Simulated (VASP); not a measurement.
## TaN: single point with PBEsol

Crystal: TaN.

```
Ta N
1.0
     0.00000    0.00000    2.87073
     2.92399    0.00000    0.00000
     0.00000    5.06450    0.00000
Ta N
2 2
Direct
  0.52613 0.00000 0.33333
  0.47387 0.50000 0.83333
  0.00955 0.50000 0.50000
  0.99045 0.00000 0.00000
```

This cell differs from its parent crystal: atoms displaced along a vibrational mode.

```
Program                : VASP 6.6.1
Task                   : single point
Functional             : PBEsol
Potentials or basis    : VASP PAW PBE potentials, release 64 (Ta_pv, N)
Cutoff                 : 520 eV
k mesh                 : 20 × 20 × 12
Occupations            : gaussian, width 0.15 eV
Spin                   : no spin polarisation
Dipole correction      : no
Further INCAR settings : ALGO = Normal; EDIFF = 1e-07; NBANDS = 24
```

The pressure is 2.1 GPa. The largest force is 1.623 eV/Å and the band gap on the k mesh is zero (bands 16 and 17 overlap by 0.46 eV).

Forces in eV/Å, atoms in the order of the input:
```
Ta   0.000  0.088 -1.620
Ta   0.000  0.088  1.620
N    0.000 -0.088 -0.044
N    0.000 -0.088  0.044
```

Stress tensor (GPa, compression positive):
```
1.29 0.00 0.00
0.00 2.94 0.00
0.00 0.00 2.09
```

Levels at points of the mesh, in eV from the Fermi level:
| k point | band 14 | band 15 | band 16 | band 17 | band 18 | band 19 |
| --- | --- | --- | --- | --- | --- | --- |
| (0.00, 0.00, 0.00) | -3.71 | -3.20 | -2.79 | 2.28 | 3.05 | 3.51 |
| (0.50, 0.00, 0.00) | -3.81 | -0.28 | -0.11 | -0.07 | 2.55 | 3.26 |
| (0.00, 0.50, 0.00) | -4.97 | -1.11 | -1.11 | 0.92 | 0.92 | 2.02 |
| (0.50, 0.50, 0.00) | -4.15 | -1.03 | -1.03 | 4.14 | 4.14 | 5.12 |
| (0.00, 0.00, 0.50) | -3.84 | -2.97 | -2.97 | 2.15 | 2.15 | 3.39 |
| (0.50, 0.00, 0.50) | -4.95 | -1.62 | -1.62 | 2.05 | 2.05 | 3.16 |
| (0.00, 0.50, 0.50) | -3.51 | -3.20 | -3.20 | 2.93 | 2.93 | 4.07 |
| (0.50, 0.50, 0.50) | -5.80 | -0.27 | -0.27 | 4.21 | 4.21 | 5.53 |

Run time: 12 min on 1 thread of Intel(R) Xeon(R) Platinum 8259CL CPU @ 2.50GHz (Skylake/Cascade Lake) (shared host), peak memory 0.76 GiB.

Caveat: the cell differs from its parent crystal (atoms displaced along a vibrational mode); the PAW data sets were made with another functional, which shifts forces and pressure a little; spin-orbit coupling is left out, which moves the levels of the heavy elements.
